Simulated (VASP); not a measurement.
**Hf: single point with PBE**

Hf:

```xyz
2
Lattice="3.2058 0.0000 0.0000 -1.6029 2.7763 0.0000 0.0000 0.0000 5.0655" Properties=species:S:1:pos:R:3 pbc="T T T"
Hf    0.0000    1.8509    1.2664
Hf    1.6029    0.9254    3.7991
```

| Item | Value |
| --- | --- |
| Program | VASP 6.6.1 |
| Task | single point |
| Functional | PBE |
| Potentials or basis | VASP PAW PBE potentials, release 64 (Hf_pv) |
| Cutoff | 520 eV |
| k mesh | 16 × 16 × 10 |
| Occupations | gaussian, width 0.05 eV |
| Spin | no spin polarisation |

| Item | Value |
| --- | --- |
| Pressure | -0.5 GPa |
| Band gap on the k mesh | zero (bands 10 and 11 overlap by 1.56 eV) |

Stress tensor (GPa, compression positive):
```
-0.44  0.00  0.00
 0.00 -0.44  0.00
 0.00  0.00 -0.57
```

Levels at points of the mesh, in eV from the Fermi level:
| k point | band 8 | band 9 | band 10 | band 11 | band 12 | band 13 |
| --- | --- | --- | --- | --- | --- | --- |
| (0.00, 0.00, 0.00) | -3.70 | 0.61 | 1.16 | 1.16 | 1.45 | 1.98 |
| (0.50, 0.00, 0.00) | -2.73 | -2.22 | -0.83 | 0.77 | 0.85 | 1.66 |
| (0.00, 0.00, 0.50) | -5.40 | 0.14 | 0.14 | 1.05 | 1.05 | 1.05 |
| (0.50, 0.00, 0.50) | -3.40 | -0.98 | -0.98 | 1.14 | 1.14 | 2.61 |

Run time: 2.4 min on 1 thread of Intel Xeon 8259CL, with other jobs on the host, peak memory 0.24 GiB.

Caveat: spin-orbit coupling is left out, which moves the levels of the heavy elements.
